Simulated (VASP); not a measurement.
Input of a VASP 6.6.1 run:

The input INCAR:

```
SYSTEM = BaLiF3
  PREC = Accurate
  ENCUT = 520
  EDIFF = 1E-7
  ISMEAR = 0
  SIGMA = 0.01
  LREAL = .False.
  LASPH = .True.
  NELM = 60
  ALGO = Normal
  ISIF = 2
  LWAVE = .False.
  LCHARG = .False.
  NBANDS = 25
```

File KPOINTS:

```
regular mesh
0
Gamma
  5 5 5
  0 0 0
```

Contents of POSCAR:

```
BaLiF3
1.0
    3.9885820000      0.0000000000      0.0000000000
    0.0000000000      3.9885820000      0.0000000000
    0.0000000000      0.0000000000      3.9885820000
Ba Li F
1 1 3
Direct
    0.0000000000      0.0000000000      0.0000000000
    0.5000000000      0.5000000000      0.5000000000
    0.0000000000      0.5000000000      0.5000000000
    0.5000000000      0.5000000000      0.0000000000
    0.5000000000      0.0000000000      0.5000000000
```

Potentials or basis: VASP PAW LDA potentials, release 64 (Ba_sv, Li_sv, F).

Run with:

```console
$ cat potpaw_LDA.64/Ba_sv/POTCAR potpaw_LDA.64/Li_sv/POTCAR potpaw_LDA.64/F/POTCAR > POTCAR
$ mpirun -np 1 vasp_std > vasp.out
```

Task: Estimate the band gap on the k mesh.

Result: 6.47 eV, direct.

Caveat: spin-orbit coupling is left out, which moves the levels of the heavy elements. A k mesh can miss the band edges.
